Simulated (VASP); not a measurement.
# Si8O15 (a cell with a defect) in VASP: further runs, part 2 of 2

VASP 6.6.1.

## 3. Single point, PBE, collinear spin

INCAR

```
SYSTEM = Si8O15
PREC = Accurate
ENCUT = 520
EDIFF = 1E-6
ISMEAR = 0
SIGMA = 0.02
LREAL = Auto
LASPH = .True.
NELM = 150
ALGO = Normal
ISIF = 2
LWAVE = .False.
LCHARG = .False.
ISPIN = 2
MAGMOM = 0 0 0 0 0 0 0 0 0 0 0 0 0 0 0 0 0 0 0 0 0 0.05 0
LORBIT = 11
GGA = PE
NBANDS = 82
NELECT = 121.0
```

KPOINTS

```
Automatic mesh
0
Gamma
  2 2 3
  0 0 0
```

POSCAR

```
Si8O15
1.0
   -4.1564000000     -4.1564000000      0.0000000000
    4.1564000000     -4.1564000000      0.0000000000
    0.0000000000      0.0000000000      5.3204000000
Si O
8 15
Direct
    0.5000000000      0.4938805216      0.0071069844
    0.0000000000      0.5050890193      0.2500000000
    0.5000000000      0.4938805216      0.4928930156
    0.0000000000      0.5028931287      0.7500000000
    0.0000000000      0.0002054663     -0.0015807082
    0.5000000000     -0.0087982389      0.2500000000
    0.0000000000      0.0002054663      0.5015807082
    0.5000000000      0.0212419401      0.7500000000
    0.1984432442      0.5047867145     -0.0026669047
    0.0000000000      0.1974817149      0.2500000000
    0.8015567558      0.5047867145     -0.0026669047
    0.0000000000      0.8074670388      0.2500000000
    0.1984432442      0.5047867145      0.5026669047
    0.0000000000      0.1971071119      0.7500000000
    0.8015567558      0.5047867145      0.5026669047
    0.0000000000      0.8056185641      0.7500000000
    0.6921618468     -0.0078682273     -0.0053646342
    0.5000000000      0.6917019536      0.2500000000
    0.3078381532     -0.0078682273     -0.0053646342
    0.5000000000      0.2976332884      0.2500000000
    0.6921618468     -0.0078682273      0.5053646342
    0.5000000000      0.3146186604      0.7500000000
    0.3078381532     -0.0078682273      0.5053646342
```

Potentials or basis: VASP PAW PBE potentials, release 64 (Si, O).

On the command line:

```
cat potpaw_PBE.64/Si/POTCAR potpaw_PBE.64/O/POTCAR > POTCAR
mpirun -np 1 vasp_std > vasp.out
```

OUTCAR:

```text
SYSTEM = Si8O15
   PREC = Accurate
   ENCUT = 520
   EDIFF = 1E-6
   ISMEAR = 0
   LREAL = Auto
   LASPH = .True.
   NELM = 150
   ISIF = 2
   ISPIN = 2
   LORBIT = 11
   GGA = PE
   NELECT = 121.0

 ion  position               nearest neighbor table
   1  0.500  0.494  0.007-  22 1.73  20 1.73  18 1.74  11 1.77   9 1.77   3 2.58   3 2.74   8 3.10

   2  0.000  0.505  0.250-  12 1.78  11 1.78   9 1.78  13 1.78  15 1.78  10 1.81   4 2.66   4 2.66

   3  0.500  0.494  0.493-  22 1.73  20 1.73  18 1.74  15 1.77  13 1.77   1 2.58   1 2.74   8 3.10
[... 12 lines left out ...]
  10  0.000  0.197  0.250-   5 1.77   7 1.77   2 1.81
  11  0.802  0.505  0.997-   4 1.76   1 1.77   2 1.78
  12  0.000  0.807  0.250-   5 1.75   7 1.75   2 1.78
[... 1476 lines left out ...]
      2.09023     -2.09023      3.99030        -0.003226      0.003226     -0.000000
      0.00085     -0.00085      5.31199        -0.006200      0.006200      0.004433
      2.04163     -6.19803      1.33010        -0.003123      0.003123     -0.000000
[... 15 lines left out ...]
     -0.77052     -3.38588      3.99030        -0.013662      0.013662     -0.000000
      2.84420     -5.40320      2.68874         0.011659      0.018170      0.002257
 -----------------------------------------------------------------------------------
    total drift:                                0.019558     -0.019558      0.000002

  FREE ENERGIE OF THE ION-ELECTRON SYSTEM (eV)
  ---------------------------------------------------
  free  energy   TOTEN  =      -183.4550953992 eV

  energy  without entropy=     -183.4550953992  energy(sigma->0) =     -183.45509540

 total charge

# of ion       s       p       d       tot
------------------------------------------
    1        0.603   0.864   0.000   1.467
    2        0.581   0.851   0.000   1.432
    3        0.603   0.864   0.000   1.467
    4        0.583   0.876   0.000   1.459
    5        0.584   0.869   0.000   1.453
    6        0.584   0.872   0.000   1.456
[... 15 lines left out ...]
   22        1.557   3.716   0.000   5.273
   23        1.552   3.674   0.000   5.226
--------------------------------------------------
tot         27.989  62.243   0.000  90.231

 magnetization (x)

# of ion       s       p       d       tot
------------------------------------------
    1        0.026   0.050   0.000   0.076
    2        0.004   0.005   0.000   0.009
    3        0.026   0.050   0.000   0.076
    4       -0.000  -0.000   0.000  -0.001
    5        0.000   0.000   0.000   0.000
    6       -0.000  -0.000   0.000  -0.000
[... 15 lines left out ...]
   22        0.011   0.040   0.000   0.051
   23        0.001   0.017   0.000   0.018
--------------------------------------------------
tot          0.096   0.331   0.000   0.427
```

It took 3.5 min on 1 thread of AMD EPYC 9R45 (Zen 5), shared host; peak memory 0.39 GiB.

What came out:

```
Free energy                                           : -183.4551 eV
Largest force                                         : 0.050 eV/Å
Net moment                                            : 1.00 μB per cell
Site moments                                          : Si +0.08, +0.01, -0.00, +0.00, +0.03 (each value once); O +0.02, +0.01, +0.00, -0.00, +0.05 (each value once) μB
Valence electrons inside the program's atomic spheres : Si 1.47, 1.43, 1.46, 1.45, 1.50 (each value once); O 5.23, 5.21, 5.25, 5.24, 5.26, 5.27 (each value once)
```

Forces in eV/Å, atoms in the order of the input:
```
Si   0.018 -0.018 -0.042
Si   0.007 -0.007  0.000
Si   0.018 -0.018  0.042
Si  -0.003  0.003  0.000
Si  -0.006  0.006  0.004
Si  -0.003  0.003  0.000
Si  -0.006  0.006 -0.004
Si   0.020 -0.020  0.000
O   -0.006 -0.005  0.000
O    0.009 -0.009  0.000
O    0.005  0.006  0.000
O   -0.010  0.010  0.000
O   -0.006 -0.005  0.000
O    0.014 -0.014  0.000
O    0.005  0.006  0.000
O   -0.013  0.013  0.000
O   -0.018 -0.012 -0.002
O    0.020 -0.020  0.000
O    0.012  0.018 -0.002
O   -0.035  0.035  0.000
O   -0.018 -0.012  0.002
O   -0.014  0.014  0.000
O    0.012  0.018  0.002
```

Levels at points of the mesh, in eV from the Fermi level:
Spin up:
```
           k point  band 58  band 59  band 60  band 61  band 62  band 63  band 64  band 65
(0.00, 0.00, 0.00)    -2.84    -2.54    -1.69    -1.08     3.91     4.03     4.87     5.49
(0.50, 0.00, 0.00)    -3.11    -2.64    -2.58    -0.30     4.10     4.77     5.13     5.75
(0.00, 0.50, 0.00)    -3.09    -2.47    -2.25    -0.74     3.48     4.01     5.62     6.00
(0.50, 0.50, 0.00)    -2.83    -2.67    -2.67    -0.47     3.83     4.75     5.94     6.48
```
Spin down:
| k point | band 57 | band 58 | band 59 | band 60 | band 61 | band 62 | band 63 | band 64 |
| --- | --- | --- | --- | --- | --- | --- | --- | --- |
| (0.00, 0.00, 0.00) | -3.04 | -2.77 | -2.52 | -1.67 | 0.42 | 4.47 | 4.90 | 4.97 |
| (0.50, 0.00, 0.00) | -3.33 | -3.07 | -2.61 | -2.47 | 1.17 | 4.68 | 5.23 | 5.85 |
| (0.00, 0.50, 0.00) | -3.17 | -3.07 | -2.44 | -2.22 | 0.74 | 3.96 | 4.96 | 5.64 |
| (0.50, 0.50, 0.00) | -2.96 | -2.77 | -2.64 | -2.60 | 1.05 | 4.37 | 5.85 | 6.09 |

Caveat: the k points lie up to 0.53 Å⁻¹ apart; the cell carries a net charge on a neutralising background, which shifts energy and pressure; the cell is charged against a uniform background, so pressure and absolute levels hang on convention.
